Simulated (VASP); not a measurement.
A run of VASP 6.6.1:

The input INCAR:

```
PREC = Accurate
ENCUT = 600
EDIFF = 1E-6
ISMEAR = 0
SIGMA = 0.1
LREAL = F
LASPH = T
NELM = 100
ALGO = Normal
ISIF = 3
LWAVE = F
LCHARG = F
GGA = PE
IBRION = 2
NSW = 90
EDIFFG = -0.04
```

Contents of KPOINTS:

```
regular mesh
0
Gamma
  6 6 4
```

POSCAR

```
B2P3
1.0
    4.2578214200      0.0000000000      0.0000000000
   -2.1289107100      3.6873815200      0.0000000000
    0.0000000000      0.0000000000      5.7548667900
B P
2 3
Direct
    0.0000000000      0.0000000000      0.5000000000
    0.0000000000      0.0000000000      0.0000000000
    0.5000000000      0.0000000000      0.5000000000
    0.0000000000      0.5000000000      0.5000000000
    0.5000000000      0.5000000000      0.5000000000
```

Potentials or basis: VASP PAW PBE potentials, release 64 (B, P).

Command:

```sh
$ cat potpaw_PBE.64/B/POTCAR potpaw_PBE.64/P/POTCAR > POTCAR
$ mpirun -np 1 vasp_std > vasp.out
```

Hardware: 1 thread of Intel(R) Xeon(R) Platinum 8259CL CPU @ 2.50GHz (Skylake/Cascade Lake) (shared host).

How long does it take, and how much memory?

Wall time 9.1 min on 1 thread of Intel(R) Xeon(R) Platinum 8259CL CPU @ 2.50GHz (Skylake/Cascade Lake) (shared host), peak memory 0.26 GiB. Counts: scf iterations 220, k points 21, ion steps 14.
